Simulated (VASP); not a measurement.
# B in VASP: settings compared, part 2 of 2

VASP 6.6.1. Earlier steps stand in the parts before.

## Step 3: Single point, LDA

Input file INCAR:

```
SYSTEM = B
PREC = Accurate
ENCUT = 520
EDIFF = 1E-6
ISMEAR = 0
SIGMA = 0.1
LREAL = .FALSE.
LASPH = .TRUE.
NELM = 80
ALGO = Normal
ISIF = 2
LWAVE = .FALSE.
LCHARG = .FALSE.
GGA = CA
NBANDS = 10
```

Input file KPOINTS:

```
regular mesh
0
G
  22 13 9
  0 0 0
```

Input file POSCAR:

```
B
1.0
    1.6245600000      0.0000000000      0.0000000000
    0.0000000000      2.8661500000      0.0000000000
    0.0000000000      0.0000000000      3.9144000000
B
2
Direct
   -0.0000200000      0.5120920000      0.6158960000
    0.5140320000      0.0054650000      0.3975270000
```

Potentials or basis: VASP PAW LDA potentials, release 64 (B).

Launch:

```bash
$ cat potpaw_LDA.64/B/POTCAR > POTCAR
$ mpirun -np 1 vasp_std > vasp.out
```

OUTCAR:

```text
SYSTEM = B
   PREC = Accurate
   ENCUT = 520
   EDIFF = 1E-6
   ISMEAR = 0
   LREAL = .FALSE.
   LASPH = .TRUE.
   NELM = 80
   ISIF = 2
   GGA = CA

 ion  position               nearest neighbor table
   1  1.000  0.512  0.616-   2 1.83   2 1.85   2 1.86   2 1.88
   2  0.514  0.005  0.398-   1 1.83   1 1.85   1 1.86   1 1.88

  LATTYP: Found a simple orthorhombic cell.
 ALAT       =     1.6245600000
 B/A-ratio  =     1.7642623233
 C/A-ratio  =     2.4095139607

  Lattice vectors:

 A1 = (   1.6245600000,   0.0000000000,   0.0000000000)
 A2 = (   0.0000000000,   2.8661500000,   0.0000000000)
 A3 = (   0.0000000000,   0.0000000000,   3.9144000000)

Analysis of symmetry for initial positions (statically):
=====================================================================
 Subroutine PRICEL returns:
 Original cell was already a primitive cell.

 Routine SETGRP: Setting up the symmetry group for a
 simple orthorhombic supercell.

 Subroutine GETGRP returns: Found  2 space group operations
 (whereof  1 operations were pure point group operations)
 out of a pool of  8 trial point group operations.

The static configuration has the point symmetry C_1 .
 The point group associated with its full space group is S_2 .

Analysis of symmetry for dynamics (positions and initial velocities):
=====================================================================
 Subroutine PRICEL returns:
 Original cell was already a primitive cell.

 Routine SETGRP: Setting up the symmetry group for a
 simple orthorhombic supercell.

 Subroutine GETGRP returns: Found  2 space group operations
 (whereof  1 operations were pure point group operations)
 out of a pool of  8 trial point group operations.

The dynamic configuration has the point symmetry C_1 .
 The point group associated with its full space group is S_2 .

 Subroutine INISYM returns: Found  2 space group operations
 (whereof  1 operations are pure point group operations),
 and found     1 'primitive' translations

----------------------------------------------------------------------------------------

                                     Primitive cell

  volume of cell :      18.2264

  direct lattice vectors                    reciprocal lattice vectors
     1.624560000  0.000000000  0.000000000     0.615551288  0.000000000  0.000000000
     0.000000000  2.866150000  0.000000000     0.000000000  0.348900092  0.000000000
     0.000000000  0.000000000  3.914400000     0.000000000  0.000000000  0.255466994

  length of vectors
     1.624560000  2.866150000  3.914400000     0.615551288  0.348900092  0.255466994

  position of ions in fractional coordinates (direct lattice)
     0.999980000  0.512092000  0.615896000
     0.514032000  0.005465000  0.397527000

  ion indices of the primitive-cell ions
   primitive index   ion index
                 1           1
                 2           2

----------------------------------------------------------------------------------------

 KPOINTS: regular mesh

Automatic generation of k-mesh.
 Grid dimensions read from file:
 generate k-points for:   22   13    9

 Generating k-lattice:

  Cartesian coordinates                     Fractional coordinates (reciprocal lattice)
     0.027979604  0.000000000  0.000000000     0.045454545  0.000000000  0.000000000
     0.000000000  0.026838469  0.000000000     0.000000000  0.076923077  0.000000000
     0.000000000  0.000000000  0.028385222     0.000000000  0.000000000  0.111111111

  Length of vectors
     0.027979604  0.026838469  0.028385222

  Shift w.r.t. Gamma in fractional coordinates (k-lattice)
     0.000000000  0.000000000  0.000000000

 Subroutine IBZKPT returns following result:
 ===========================================

 Found   1288 irreducible k-points:

 Following reciprocal coordinates:
            Coordinates               Weight
  0.000000  0.000000  0.000000      1.000000
  0.045455  0.000000  0.000000      2.000000
  0.090909  0.000000  0.000000      2.000000
  0.136364  0.000000  0.000000      2.000000
  0.181818  0.000000  0.000000      2.000000
  0.227273  0.000000  0.000000      2.000000
[... 16 lines left out ...]
  0.227273 -0.076923  0.000000      2.000000
  0.272727  0.076923  0.000000      2.000000
 [... further k-points ...]
   k-points           NKPTS =   1288   k-points in BZ     NKDIM =   1288   number of bands    NBANDS=     10
   number of dos      NEDOS =    301   number of ions     NIONS =      2
   total plane-waves  NPLWV =   8640
   dimension x,y,z NGX =    12 NGY =   24 NGZ =   30
   dimension x,y,z NGXF=    24 NGYF=   48 NGZF=   60
   ions per type =               2
   NGX,Y,Z   is equivalent  to a cutoff of  12.28, 13.92, 12.74 a.u.
   NGXF,Y,Z  is equivalent  to a cutoff of  24.56, 27.84, 25.48 a.u.
 SYSTEM =  B
   PREC   = accura    normal or accurate (medium, high low for compatibility)
   ISTART =      0    job   : 0-new  1-cont  2-samecut
   ICHARG =      2    charge: 1-file 2-atom 10-const
   ISPIN  =      1    spin polarized calculation?
   LNONCOLLINEAR =      F non collinear calculations
   LSORBIT =      F    spin-orbit coupling
   LASPH  =      T    aspherical Exc in radial PAW
   ENCUT  =  520.0 eV  38.22 Ry    6.18 a.u.   3.02  5.33  7.28*2*pi/ulx,y,z
   NELM   =     80;   NELMIN=  2; NELMDL= -5     # of ELM steps
   EDIFF  = 0.1E-05   stopping-criterion for ELM
   LREAL  =      F    real-space projection
   EDIFFG = 0.1E-04   stopping-criterion for IOM
   NSW    =      0    number of steps for IOM
   IBRION =     -1    ionic relax: 0-MD 1-quasi-New 2-CG
   NFREE  =      0    steps in history (QN), initial steepest desc. (CG)
   ISIF   =      2    stress and relaxation
   ISYM   =      2    0-nonsym 1-usesym 2-fastsym
   POTIM  = 0.5000    time-step for ionic-motion
   TEBEG  =    0.0;   TEEND  =   0.0 temperature during run
   PSTRESS=    0.0 pullay stress
   NELECT =       6.0000    total number of electrons
   NUPDOWN=      -1.0000    fix difference up-down
   EMIN   =  10.00;   EMAX   =-10.00  energy-range for DOS
   EFERMI =   0.00;   METHOD = LEGACY
   ISMEAR =     0;   SIGMA  =   0.10  broadening in eV -4-tet -1-fermi 0-gaus
   EFERMI_NEDOS =   21; number of points for ismear=-14 and -15
   IALGO  =     38    algorithm
   IMIX   =      4    mixing-type and parameters
     AMIX     =   0.40;   BMIX     =  1.00
     AMIX_MAG =   1.60;   BMIX_MAG =  1.00
  volume/ion in A,a.u.               =       9.11        61.50
  Fermi-wavevector in a.u.,A,eV,Ry     =   1.130382  2.136113 17.385032  1.277764
  Thomas-Fermi vector in A             =   2.267078
   LORBIT       =      0    0 simple, 1 ext, 2 COOP (PROOUT), +10 PAW based schemes
   GGA     = CA    functional components
   LHFCALC =     F    Hartree Fock is set to
   AEXX    =    0.0000 exact exchange contribution
   IVDW    =     0    specifies the selected vdW correction
   LEPSILON=     F    determine dielectric tensor
   LRPA    =     F    only Hartree local field effects (RPA)
 non-spin polarized calculation
 Gauss-broadening in eV      SIGMA  =   0.10
  energy-cutoff  :      520.00
  volume of cell :       18.23
 maximum number of plane-waves:       508
   NGX =  7   NGY = 11   NGZ = 15

 number of electron       6.0000000 magnetization

 Free energy of the ion-electron system (eV)
  ---------------------------------------------------
  ext. energy  EPLUGINS =         0.00000000
  ---------------------------------------------------
  free energy    TOTEN  =       -13.88948599 eV

  energy without entropy =      -13.88743088  energy(sigma->0) =      -13.88845844

 E-fermi :   4.3624     XC(G=0): -10.5044

 val. band max:        4.3617731178   @ k =   0.3182  -0.3846  -0.1111
 cond. band min:       4.3629267132   @ k =   0.3182   0.4615   0.3333
 fundamental gap:      0.0011535954
 Fermi energy:         4.3624491072

 k-point     1 :       0.0000    0.0000    0.0000
  band No.  band energies     occupation
      1     -11.5579      2.00000
      2      -1.3696      2.00000
      3      -0.9264      2.00000
      4       1.9357      2.00000
      5       7.4090      0.00000
      6      12.6318      0.00000
      7      15.6628      0.00000
      8      20.4837      0.00000
      9      22.6210      0.00000
     10      26.1824      0.00000
[... 287 lines left out ...]
 k-point    24 :       0.2727    0.0769    0.0000
  band No.  band energies     occupation
      1      -8.5811      2.00000
      2       0.8329      2.00000
      3       2.5961      2.00000
      4       5.9569      0.00000
      5       8.2369      0.00000
      6      14.5657      0.00000
      7      16.2894      0.00000
      8      17.2176      0.00000
      9      22.5404      0.00000
     10      22.8506      0.00000

 [... further k-points ...]
[... 5 lines left out ...]
  --------------------------------------------------------------------------------------
  -------------------------------------------------------------------------------------
  Total       -0.7672253     -0.8159767     -0.5207687     -0.0168098     -0.1296255      0.1935224
  in kB      -67.4424908    -71.7279566    -45.7778695     -1.4776600    -11.3946565     17.0114767
  external PRESSURE =     -61.6494390 kB  Pullay stress =       0.0000000 kB

 VOLUME and BASIS-vectors are now :
 -----------------------------------------------------------------------------
  energy-cutoff  :      520.00
  volume of cell :       18.23
      direct lattice vectors                 reciprocal lattice vectors
     1.624560000  0.000000000  0.000000000     0.615551288  0.000000000  0.000000000
     0.000000000  2.866150000  0.000000000     0.000000000  0.348900092  0.000000000
     0.000000000  0.000000000  3.914400000     0.000000000  0.000000000  0.255466994

 POSITION                                       TOTAL-FORCE (eV/Angst)
 -----------------------------------------------------------------------------------
      1.62453      1.46773      2.41086         0.226412     -0.147702     -0.162260
      0.83508      0.01566      1.55608        -0.226412      0.147702      0.162260
 -----------------------------------------------------------------------------------
    total drift:                               -0.000000     -0.000000      0.000000

  FREE ENERGIE OF THE ION-ELECTRON SYSTEM (eV)
  ---------------------------------------------------
  free  energy   TOTEN  =       -13.8894859940 eV

  energy  without entropy=      -13.8874308791  energy(sigma->0) =      -13.88845844
```

It took 3.1 min on 1 thread of AMD EPYC 7R13, shared host; peak memory 0.25 GiB.

What came out:

- Free energy: -13.8895 eV
- Pressure: -6.2 GPa
- Largest force: 0.315 eV/Å
- Band gap on the k mesh: zero (band 3 reaches 10.96 eV, above the bottom of band 4 at 0.51 eV)

Forces on the atoms (eV/Å):
```
B    0.226 -0.148 -0.162
B   -0.226  0.148  0.162
```

## Step 4: Single point, PBE0

Input file POSCAR:

```
B
1.0
    1.6245600000      0.0000000000      0.0000000000
    0.0000000000      2.8661500000      0.0000000000
    0.0000000000      0.0000000000      3.9144000000
B
2
Direct
    0.0000000000      0.5000000000      0.6092600000
    0.5000000000      0.0000000000      0.3907400000
```

Input file INCAR.step1:

```
  ALGO = Normal
  EDIFF = 1E-5
  ENCUT = 520
  GGA = PE
  ISIF = 2
  ISMEAR = -1
  LASPH = True
  LCHARG = False
  LREAL = False
  LWAVE = True
  NBANDS = 10
  NELM = 100
  PREC = Accurate
  SIGMA = 0.1
```

Input file INCAR.step2:

```
  AEXX = 0.25
  ALGO = Normal
  EDIFF = 1E-7
  ENCUT = 520
  GGA = PE
  ISIF = 2
  ISMEAR = -1
  ISTART = 1
  LASPH = True
  LCHARG = False
  LHFCALC = True
  LREAL = False
  LWAVE = False
  NBANDS = 10
  NELM = 100
  PREC = Accurate
  PRECFOCK = Normal
  SIGMA = 0.1
```

Input file KPOINTS:

```
k-points
0
Gamma
  8 5 4
```

Potentials or basis: VASP PAW PBE potentials, release 64 (B).

Launch:

```bash
$ cat potpaw_PBE.64/B/POTCAR > POTCAR
$ cp INCAR.step1 INCAR
$ mpirun -np 1 vasp_std > vasp.out
$ cp INCAR.step2 INCAR
$ mpirun -np 1 vasp_std > vasp.out
```

It took 10 min on 1 thread of AMD EPYC 7R13, shared host; peak memory 0.1 GiB.

Results (log left out):

* Free energy: -14.3394 eV
* Pressure: -1.9 GPa
* Largest force: 0.281 eV/Å
* Band gap on the k mesh: zero (band 3 reaches 12.16 eV, above the bottom of band 4 at 0.24 eV)

Forces in eV/Å, atoms in the order of the input:
```
B    0.000  0.000  0.281
B    0.000  0.000 -0.281
```

Stress tensor (GPa, compression positive):
```
-9.79  0.00  0.00
 0.00  1.56  0.00
 0.00  0.00  2.53
```

Levels at points of the mesh, in eV from the Fermi level:
| k point | band 1 | band 2 | band 3 | band 4 | band 5 | band 6 | band 7 |
| --- | --- | --- | --- | --- | --- | --- | --- |
| (0.00, 0.00, 0.00) | -19.11 | -7.77 | -7.00 | -3.70 | 3.38 | 9.18 | 12.23 |
| (0.50, 0.00, 0.00) | -8.91 | -8.91 | 7.40 | 7.40 | 8.35 | 8.35 | 11.87 |
| (0.00, 0.00, 0.50) | -18.84 | -10.27 | -6.90 | 1.43 | 3.59 | 7.94 | 10.74 |
| (0.50, 0.00, 0.50) | -8.83 | -8.83 | 6.15 | 6.15 | 8.41 | 8.41 | 12.07 |

Caveat: the k points lie up to 0.48 Å⁻¹ apart; the PAW data sets were made with another functional, which shifts forces and pressure a little; this functional lacks dispersion, which binds the layers, so the pressure and a relaxed spacing across them are unreliable.

## Step 5: The runs side by side

```tsv
level	potentials or basis	k mesh	smearing	grid for exact exchange (PRECFOCK)	gap on the mesh (eV)	pressure (GPa)	largest force (eV/Å)
LDA	VASP PAW LDA potentials, release 64 (B)	18 × 10 × 8	gaussian 0.1 eV	-	none	-6.2	0.35
LDA	VASP PAW LDA potentials, release 64 (B)	22 × 13 × 9	gaussian 0.1 eV	-	none	-6.2	0.32
PBE0	VASP PAW PBE potentials, release 64 (B)	8 × 5 × 4	fermi-dirac 0.1 eV	Normal	none	-1.9	0.28
```

Some of these runs hold the atoms at other places in the same cell, which the table doesn't show; runs alike in all that it shows share one row.

Alike in all rows: task single point; no spin polarisation; cell as given; cutoff (eV) 520.

Caveats: some runs use coarse meshes; the PAW data sets were made with another functional, which shifts forces and pressure a little (some runs); this functional lacks dispersion, which binds the layers, so the pressure and a relaxed spacing across them are unreliable (some runs).

Absolute energies hang on the potentials; compare differences alone.
